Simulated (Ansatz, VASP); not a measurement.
## Al2Cu in VASP and in Ansatz

INCAR

```
SYSTEM = Al2Cu
ALGO = Normal
EDIFF = 1E-6
ENCUT = 520
GGA = PE
ISIF = 2
ISMEAR = 0
LASPH = .True.
LCHARG = .False.
LREAL = .False.
LWAVE = .False.
NBANDS = 16
NELM = 100
PREC = Accurate
SIGMA = 0.15
```

KPOINTS

```
k-points
0
Gamma
  10 10 14
  0 0 0
```

The input POSCAR:

```
Al2Cu
1.0
    4.1211626268      0.0000000000      0.0000000000
    0.0000000000      4.1211626268      0.0000000000
    0.0000000000      0.0000000000      2.9617000000
Al Cu
2 1
Direct
    0.5000000000      0.0000000000      0.5000000000
    0.0000000000      0.5000000000      0.5000000000
    0.0000000000      0.0000000000      0.0000000000
```

Input for Ansatz:

```yaml
crystal:
  lattice:
    - [4.1211626268, 0.0, 0.0]
    - [0.0, 4.1211626268, 0.0]
    - [0.0, 0.0, 2.9617]
  atoms:
    - { symbol: Al, position: [0.5, 0.0, 0.5] }
    - { symbol: Al, position: [0.0, 0.5, 0.5] }
    - { symbol: Cu, position: [0.0, 0.0, 0.0] }
basis:
  ecutwfc: 520.0
kpoints:
  mp_grid: { grid: [10, 10, 14] }
hamiltonian:
  xc: pbe
  pseudopotentials: { kind: paw, azcp: { folder: soft_1 } }
scf:
  occupations: { method: gaussian, width: 0.15 }
output:
  forces: true
  stress: true
  eigenvalues: true
```

Alike in both runs: task single point; functional PBE; k mesh 10 × 10 × 14; occupations gaussian, width 0.15 eV; no spin polarisation.

|  | VASP | Ansatz |
| --- | --- | --- |
| version | VASP 6.6.1 | Ansatz 0.2.0 |
| potentials or method | VASP PAW PBE potentials, release 64 (Al, Cu), cutoff 520 eV | scalar-relativistic, plane waves, PAW |
| valence electrons in the cell | 17 | 25 |

|  | VASP | Ansatz | Ansatz less VASP |
| --- | --- | --- | --- |
| gap on the k mesh at the Fermi level (eV) | none | none | - |
| pressure (GPa) | -2.1 | -2.2 | -0.12 |
| traceless stress, the component that is largest in VASP (GPa) | -1.57 | -1.60 | -0.025 |

A gap of «none» marks a metal or a gap that the smearing closes. With one functional, cell and mesh, what is left measures potentials, basis and numerics. VASP's potentials hold 17 valence electrons a cell and Ansatz's 25, so a difference there can come from the potentials and not from the codes.
